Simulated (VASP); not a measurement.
Write the native input for VASP 6.6.1 that does the following.

```yaml
Task: single point
Functional: PBE
Potentials_or_basis: VASP PAW PBE potentials, release 64 (Ti_sv, In_d)
Cutoff: 520 eV
k_mesh: 6 × 6 × 6
Occupations: gaussian, width 0.1 eV
Spin: collinear spin, ferromagnetic start
Starting_moments: "[1.0, 1.0, 0.0] μB"
Dipole_correction: no
Further_INCAR_settings: ALGO = Normal; EDIFF = 1e-06; NBANDS = 30
```

The structure of Ti2In lies in POSCAR:

```
Ti2In
1.0
    5.0189953410      0.0000000000      0.0000000000
   -2.5094976705      4.3465774667      0.0000000000
    0.0000000000      0.0000000000      2.7664581460
Ti In
2 1
Direct
    0.3333333333      0.6666666667      0.5000000000
    0.6666666667      0.3333333333      0.5000000000
    0.0000000000      0.0000000000      0.5000000000
```

One way to write it, as run:

INCAR

```
SYSTEM = Ti2In
PREC = Accurate
ENCUT = 520
EDIFF = 1E-6
ISMEAR = 0
SIGMA = 0.1
LREAL = .False.
LASPH = .True.
NELM = 150
ALGO = Normal
ISIF = 2
LWAVE = .False.
LCHARG = .False.
ISPIN = 2
MAGMOM = 1 1 0
LORBIT = 11
LMAXMIX = 4
GGA = PE
NBANDS = 30
```

KPOINTS

```
Automatic mesh
0
Gamma
  6 6 6
  0 0 0
```

Potentials or basis: VASP PAW PBE potentials, release 64 (Ti_sv, In_d).

Run with:

```bash
$ cat potpaw_PBE.64/Ti_sv/POTCAR potpaw_PBE.64/In_d/POTCAR > POTCAR
$ mpirun -np 1 vasp_std > vasp.out
```

It gave:

* Pressure: 0.1 GPa
* Net moment: 0.02 μB per cell
* Valence electrons inside the program's atomic spheres: Ti 10.22; In 11.59

Caveat: the k points lie up to 0.38 Å⁻¹ apart.

Wall time 2.9 min on 1 thread of AMD EPYC 9R45 96-Core Processor (Zen 5), with other jobs on the host, peak memory 0.23 GiB.
